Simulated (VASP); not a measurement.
# LiSi2 (P3_221) in VASP: single point with PBE

Aim: the single point of LiSi2 with PBE.

All numbers are computed with VASP 6.6.1; they aren't measurements. Logs are shortened: lines on timing, memory, paths and dates and some standing lists are left out, and cuts for length are marked.

## Step 1: The cell of the first run

It takes space group P3_221 (No. 154, trigonal). The conventional cell has a = 5.503 Å, b = 5.503 Å, c = 5.489 Å, α = 90.00°, β = 90.00°, γ = 120.00°. Li (site symmetry 2) has 12 Si at 2.69 to 3.46 Å and 2 Li at 2.70 Å within 3.5 Å. Si (site symmetry 1) has 4 Si at 2.38 to 2.47 Å and 3 Li at 2.69 to 2.86 Å within 3.1 Å.

## Step 2: Single point, PBE

File INCAR:

```
ALGO     = Normal         # electronic algorithm
EDIFF    = 1E-6           # SCF threshold, eV
ENCUT    = 520            # plane-wave cutoff, eV
GGA      = PE             # functional
ISIF     = 2              # what is computed and relaxed
ISMEAR   = 0              # smearing method
LASPH    = T              # aspherical terms in the spheres
LCHARG   = T              # write CHGCAR
LELF     = T              # ELF
LREAL    = F              # projectors in reciprocal space
LVHAR    = T            
LWAVE    = F              # write WAVECAR
NBANDS   = 26             # bands
NELM     = 80             # most SCF steps
PREC     = Accurate       # precision mode
SIGMA    = 0.1            # smearing width, eV
```

File KPOINTS:

```
k-points
0
Gamma
  12 12 8
```

File POSCAR:

```
LiSi2
1.0
    5.5032387257      0.0000000000      0.0000000000
   -2.7516193628      4.7659445395      0.0000000000
    0.0000000000      0.0000000000      5.4886752672
Li Si
3 6
Direct
    0.2079267808      0.0000000000      0.6666666667
    0.0000000000      0.2079267808      0.3333333333
    0.7920732192      0.7920732192      0.0000000000
    0.4716060931      0.2330394427      0.0882967979
    0.7669605573      0.2385666505      0.7549634646
    0.7614333495      0.5283939069      0.4216301312
    0.2330394427      0.4716060931      0.9117032021
    0.2385666505      0.7669605573      0.2450365354
    0.5283939069      0.7614333495      0.5783698688
```

Potentials or basis: VASP PAW PBE potentials, release 64 (Li_sv, Si).

Started as:

```console
> cat potpaw_PBE.64/Li_sv/POTCAR potpaw_PBE.64/Si/POTCAR > POTCAR
> mpirun -np 1 vasp_std > vasp.out
```

OUTCAR:

```text
EDIFF = 1E-6
   ENCUT = 520
   GGA = PE
   ISIF = 2
   ISMEAR = 0
   LASPH = T
   LREAL = F
   NELM = 80
   PREC = Accurate

 ion  position               nearest neighbor table
   1  0.208  0.000  0.667-   4 2.69   8 2.69   5 2.72   9 2.72   7 2.86   6 2.86
   2  0.000  0.208  0.333-   7 2.69   5 2.69   8 2.72   6 2.72   4 2.86   9 2.86
   3  0.792  0.792  0.000-   6 2.69   9 2.69   4 2.72   7 2.72   5 2.86   8 2.86
   4  0.472  0.233  0.088-   8 2.38   6 2.44   5 2.44   7 2.47   1 2.69   3 2.72   2 2.86
   5  0.767  0.239  0.755-   7 2.38   4 2.44   6 2.44   9 2.47   2 2.69   1 2.72   3 2.86
   6  0.761  0.528  0.422-   9 2.38   4 2.44   5 2.44   8 2.47   3 2.69   2 2.72   1 2.86
   7  0.233  0.472  0.912-   5 2.38   8 2.44   9 2.44   4 2.47   2 2.69   3 2.72   1 2.86
   8  0.239  0.767  0.245-   4 2.38   7 2.44   9 2.44   6 2.47   1 2.69   2 2.72   3 2.86
   9  0.528  0.761  0.578-   6 2.38   7 2.44   8 2.44   5 2.47   3 2.69   1 2.72   2 2.86

  LATTYP: Found a hexagonal cell.
 ALAT       =     5.5032387257
 C/A-ratio  =     0.9973536568

  Lattice vectors:

 A1 = (   5.5032387257,   0.0000000000,   0.0000000000)
 A2 = (  -2.7516193628,   4.7659445395,   0.0000000000)
 A3 = (   0.0000000000,   0.0000000000,   5.4886752672)

Analysis of symmetry for initial positions (statically):
=====================================================================
 Subroutine PRICEL returns:
 Original cell was already a primitive cell.

 Routine SETGRP: Setting up the symmetry group for a
 hexagonal supercell.

 Subroutine GETGRP returns: Found  6 space group operations
 (whereof  2 operations were pure point group operations)
 out of a pool of 24 trial point group operations.

The static configuration has the point symmetry C_2 .
 The point group associated with its full space group is D_3 .

Analysis of symmetry for dynamics (positions and initial velocities):
=====================================================================
 Subroutine PRICEL returns:
 Original cell was already a primitive cell.

 Routine SETGRP: Setting up the symmetry group for a
 hexagonal supercell.

 Subroutine GETGRP returns: Found  6 space group operations
 (whereof  2 operations were pure point group operations)
 out of a pool of 24 trial point group operations.

The dynamic configuration has the point symmetry C_2 .
 The point group associated with its full space group is D_3 .

 Subroutine INISYM returns: Found  6 space group operations
 (whereof  2 operations are pure point group operations),
 and found     1 'primitive' translations

----------------------------------------------------------------------------------------

                                     Primitive cell

  volume of cell :     143.9577

  direct lattice vectors                    reciprocal lattice vectors
     5.503238726  0.000000000  0.000000000     0.181711180  0.104910998  0.000000000
    -2.751619363  4.765944540  0.000000000     0.000000000  0.209821997  0.000000000
     0.000000000  0.000000000  5.488675267     0.000000000  0.000000000  0.182193326

  length of vectors
     5.503238726  5.503238726  5.488675267     0.209821997  0.209821997  0.182193326

  position of ions in fractional coordinates (direct lattice)
     0.207926781  0.000000000  0.666666667
     0.000000000  0.207926781  0.333333333
     0.792073219  0.792073219  0.000000000
     0.471606093  0.233039443  0.088296798
     0.766960557  0.238566650  0.754963465
     0.761433350  0.528393907  0.421630131
     0.233039443  0.471606093  0.911703202
     0.238566650  0.766960557  0.245036535
     0.528393907  0.761433350  0.578369869

  ion indices of the primitive-cell ions
   primitive index   ion index
                 1           1
                 2           2
                 3           3
                 4           4
                 5           5
                 6           6
                 7           7
                 8           8
                 9           9

----------------------------------------------------------------------------------------

 KPOINTS: k-points

Automatic generation of k-mesh.
 Grid dimensions read from file:
 generate k-points for:   12   12    8

 Generating k-lattice:

  Cartesian coordinates                     Fractional coordinates (reciprocal lattice)
     0.015142598  0.008742583  0.000000000     0.083333333  0.000000000  0.000000000
     0.000000000  0.017485166  0.000000000     0.000000000  0.083333333  0.000000000
     0.000000000  0.000000000  0.022774166     0.000000000  0.000000000  0.125000000

  Length of vectors
     0.017485166  0.017485166  0.022774166

  Shift w.r.t. Gamma in fractional coordinates (k-lattice)
     0.000000000  0.000000000  0.000000000

 Subroutine IBZKPT returns following result:
 ===========================================

 Found    131 irreducible k-points:

 Following reciprocal coordinates:
            Coordinates               Weight
  0.000000  0.000000  0.000000      1.000000
  0.083333 -0.000000  0.000000      6.000000
  0.166667 -0.000000  0.000000      6.000000
  0.250000  0.000000  0.000000      6.000000
  0.333333  0.000000  0.000000      6.000000
  0.416667  0.000000  0.000000      6.000000
[... 16 lines left out ...]
  0.166667 -0.000000  0.125000      6.000000
  0.000000  0.166667  0.125000      6.000000
 [... further k-points ...]
   k-points           NKPTS =    131   k-points in BZ     NKDIM =    131   number of bands    NBANDS=     26
   number of dos      NEDOS =    301   number of ions     NIONS =      9
   total plane-waves  NPLWV =  74088
   dimension x,y,z NGX =    42 NGY =   42 NGZ =   42
   dimension x,y,z NGXF=    84 NGYF=   84 NGZF=   84
   ions per type =               3   6
   NGX,Y,Z   is equivalent  to a cutoff of  12.69, 12.69, 12.72 a.u.
   NGXF,Y,Z  is equivalent  to a cutoff of  25.38, 25.38, 25.44 a.u.
 SYSTEM =  unknown system
   PREC   = accura    normal or accurate (medium, high low for compatibility)
   ISTART =      0    job   : 0-new  1-cont  2-samecut
   ICHARG =      2    charge: 1-file 2-atom 10-const
   ISPIN  =      1    spin polarized calculation?
   LNONCOLLINEAR =      F non collinear calculations
   LSORBIT =      F    spin-orbit coupling
   LASPH  =      T    aspherical Exc in radial PAW
   ENCUT  =  520.0 eV  38.22 Ry    6.18 a.u.  10.23 10.23 10.21*2*pi/ulx,y,z
   NELM   =     80;   NELMIN=  2; NELMDL= -5     # of ELM steps
   EDIFF  = 0.1E-05   stopping-criterion for ELM
   LREAL  =      F    real-space projection
   EDIFFG = 0.1E-04   stopping-criterion for IOM
   NSW    =      0    number of steps for IOM
   IBRION =     -1    ionic relax: 0-MD 1-quasi-New 2-CG
   NFREE  =      0    steps in history (QN), initial steepest desc. (CG)
   ISIF   =      2    stress and relaxation
   ISYM   =      2    0-nonsym 1-usesym 2-fastsym
   POTIM  = 0.5000    time-step for ionic-motion
   TEBEG  =    0.0;   TEEND  =   0.0 temperature during run
   PSTRESS=    0.0 pullay stress
   NELECT =      33.0000    total number of electrons
   NUPDOWN=      -1.0000    fix difference up-down
   EMIN   =  10.00;   EMAX   =-10.00  energy-range for DOS
   EFERMI =   0.00;   METHOD = LEGACY
   ISMEAR =     0;   SIGMA  =   0.10  broadening in eV -4-tet -1-fermi 0-gaus
   EFERMI_NEDOS =   21; number of points for ismear=-14 and -15
   IALGO  =     38    algorithm
   IMIX   =      4    mixing-type and parameters
     AMIX     =   0.40;   BMIX     =  1.00
     AMIX_MAG =   1.60;   BMIX_MAG =  1.00
  volume/ion in A,a.u.               =      16.00       107.94
  Fermi-wavevector in a.u.,A,eV,Ry     =   1.001923  1.893361 13.658215  1.003850
  Thomas-Fermi vector in A             =   2.134377
   LORBIT       =      0    0 simple, 1 ext, 2 COOP (PROOUT), +10 PAW based schemes
   GGA     = PE    functional components
   LHFCALC =     F    Hartree Fock is set to
   AEXX    =    0.0000 exact exchange contribution
   IVDW    =     0    specifies the selected vdW correction
   LEPSILON=     F    determine dielectric tensor
   LRPA    =     F    only Hartree local field effects (RPA)
 non-spin polarized calculation
 Gauss-broadening in eV      SIGMA  =   0.10
  energy-cutoff  :      520.00
  volume of cell :      143.96
 maximum number of plane-waves:      3902
 NGX is ok and might be reduce to    42
   NGX = 21   NGY = 21   NGZ = 21

 number of electron      32.9999988 magnetization

 Free energy of the ion-electron system (eV)
  ---------------------------------------------------
  ext. energy  EPLUGINS =         0.00000000
  ---------------------------------------------------
  free energy    TOTEN  =       -37.85039602 eV

  energy without entropy =      -37.83054769  energy(sigma->0) =      -37.84047186

 E-fermi :   6.6971     XC(G=0):  -9.6492

 val. band max:        6.6953890244   @ k =   0.0833  -0.0000   0.0000
 cond. band min:       6.7049863537   @ k =  -0.0833   0.3333   0.2500
 fundamental gap:      0.0095973293
 Fermi energy:         6.6971089292

 k-point     1 :       0.0000    0.0000    0.0000
  band No.  band energies     occupation
      1     -40.3748      2.00000
      2     -40.3570      2.00000
      3     -40.3570      2.00000
      4      -5.8336      2.00000
      5      -2.0709      2.00000
      6      -2.0709      2.00000
[... 18 lines left out ...]
     25      12.4087      0.00000
     26      12.4087      0.00000

 k-point     2 :       0.0833   -0.0000    0.0000
  band No.  band energies     occupation
      1     -40.3748      2.00000
      2     -40.3570      2.00000
      3     -40.3570      2.00000
      4      -5.7988      2.00000
      5      -2.1146      2.00000
      6      -2.0650      2.00000
[... 18 lines left out ...]
     25      11.9655      0.00000
     26      12.2197      0.00000

 k-point     3 :       0.1667   -0.0000    0.0000
  band No.  band energies     occupation
      1     -40.3748      2.00000
      2     -40.3571      2.00000
      3     -40.3570      2.00000
      4      -5.6952      2.00000
      5      -2.4050      2.00000
      6      -2.0487      2.00000
[... 18 lines left out ...]
     25      11.0774      0.00000
     26      11.7023      0.00000

 k-point     4 :       0.2500    0.0000    0.0000
  band No.  band energies     occupation
      1     -40.3748      2.00000
      2     -40.3571      2.00000
      3     -40.3570      2.00000
      4      -5.5257      2.00000
      5      -2.9203      2.00000
      6      -2.0271      2.00000
[... 18 lines left out ...]
     25      10.4443      0.00000
     26      11.4197      0.00000
[... 496 lines left out ...]
      1     -40.3744      2.00000
      2     -40.3599      2.00000
      3     -40.3546      2.00000
      4      -5.7346      2.00000
      5      -2.8540      2.00000
      6      -1.5874      2.00000
[... 18 lines left out ...]
     25      11.2456      0.00000
     26      12.2312      0.00000

 k-point    23 :       0.1667   -0.0000    0.1250
  band No.  band energies     occupation
      1     -40.3744      2.00000
      2     -40.3599      2.00000
      3     -40.3546      2.00000
      4      -5.6313      2.00000
      5      -2.8507      2.00000
      6      -2.0742      2.00000
[... 18 lines left out ...]
     25      10.7580      0.00000
     26      11.8628      0.00000

 k-point    24 :       0.0000    0.1667    0.1250
  band No.  band energies     occupation
      1     -40.3744      2.00000
      2     -40.3599      2.00000
      3     -40.3546      2.00000
      4      -5.6315      2.00000
      5      -2.8385      2.00000
      6      -2.1029      2.00000
[... 18 lines left out ...]
     25      11.1726      0.00000
     26      11.2636      0.00000

 [... further k-points ...]
[... 5 lines left out ...]
  --------------------------------------------------------------------------------------
  -------------------------------------------------------------------------------------
  Total       -0.0904728     -0.0904728     -0.1091863     -0.0000000      0.0000000      0.0000000
  in kB       -1.0069167     -1.0069167     -1.2151889     -0.0000000      0.0000000      0.0000000
  external PRESSURE =      -1.0763408 kB  Pullay stress =       0.0000000 kB

 VOLUME and BASIS-vectors are now :
 -----------------------------------------------------------------------------
  energy-cutoff  :      520.00
  volume of cell :      143.96
      direct lattice vectors                 reciprocal lattice vectors
     5.503238726  0.000000000  0.000000000     0.181711180  0.104910998  0.000000000
    -2.751619363  4.765944540  0.000000000     0.000000000  0.209821997  0.000000000
     0.000000000  0.000000000  5.488675267     0.000000000  0.000000000  0.182193326

 POSITION                                       TOTAL-FORCE (eV/Angst)
 -----------------------------------------------------------------------------------
      1.14427      0.00000      3.65912        -0.000204     -0.000000      0.000000
     -0.57214      0.99097      1.82956         0.000102     -0.000177      0.000000
      2.17948      3.77498      0.00000         0.000102      0.000177      0.000000
      1.95413      1.11065      0.48463         0.002361     -0.003687      0.000648
      3.56432      1.13700      4.14375         0.002013      0.003889      0.000648
      2.73641      2.51830      2.31419        -0.004374     -0.000201      0.000648
     -0.01521      2.24765      5.00404        -0.004374      0.000201     -0.000648
     -0.79749      3.65529      1.34493         0.002361      0.003687     -0.000648
      0.81270      3.62895      3.17448         0.002013     -0.003889     -0.000648
 -----------------------------------------------------------------------------------
    total drift:                                0.000000      0.000001     -0.000000

  FREE ENERGIE OF THE ION-ELECTRON SYSTEM (eV)
  ---------------------------------------------------
  free  energy   TOTEN  =       -37.8503960182 eV

  energy  without entropy=      -37.8305476935  energy(sigma->0) =      -37.84047186
```

It took 9.5 min on 1 thread of Intel Xeon Platinum 8259CL at 2.50GHz (Skylake/Cascade Lake), shared host; peak memory 0.5 GiB.

Results:

| Item | Value |
| --- | --- |
| Free energy | -37.8504 eV |
| Largest force | 0.004 eV/Å |
| Band gap on the k mesh | zero (an odd number of electrons rules out a gap without spin polarisation) |

Forces on the atoms (eV/Å):
```
Li   0.000  0.000  0.000
Li   0.000  0.000  0.000
Li   0.000  0.000  0.000
Si   0.002 -0.004  0.001
Si   0.002  0.004  0.001
Si  -0.004  0.000  0.001
Si  -0.004  0.000 -0.001
Si   0.002  0.004 -0.001
Si   0.002 -0.004 -0.001
```

Caveat: the cutoff is under 1.25 times the usual one of these potentials, so pressure, stress and relaxed cells hold a basis-set (Pulay) error.
